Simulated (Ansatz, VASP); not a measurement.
Two plane-wave programs on TiH3

```
CELL_PARAMETERS angstrom
3.16759 0.00000 0.00000
-1.58379 2.74321 0.00000
0.00000 0.00000 5.59811
ATOMIC_POSITIONS crystal
Ti 0.33333 0.66667 0.25000
Ti 0.66667 0.33333 0.75000
H 0.33333 0.66667 0.59374
H 0.33333 0.66667 0.90626
H 0.66667 0.33333 0.40626
H 0.66667 0.33333 0.09374
H 0.00000 0.00000 0.25000
H 0.00000 0.00000 0.75000
```

Alike in both runs: functional PBE; k mesh 12 × 12 × 8; occupations fermi-dirac, width 0.15 eV; no spin polarisation.

Ansatz relaxed the structure, and its values are those at the end. VASP's run is a single point on that final structure, the one shown.

|  | VASP | Ansatz |
| --- | --- | --- |
| version | VASP 6.6.1 | Ansatz 0.2.0 |
| potentials or method | VASP PAW PBE potentials, release 64 (Ti_sv, H), cutoff 520 eV | scalar-relativistic, plane waves, PAW |
| valence electrons in the cell | 30 | 30 |

|  | VASP | Ansatz | Ansatz less VASP |
| --- | --- | --- | --- |
| gap on the k mesh at the Fermi level (eV) | none | none | - |
| pressure (GPa) | -0.1 | 0.0 | +0.08 |

A gap of «none» marks a metal or a gap that the smearing closes. The functional is the same, so the differences come from potentials, cutoffs and numerics.
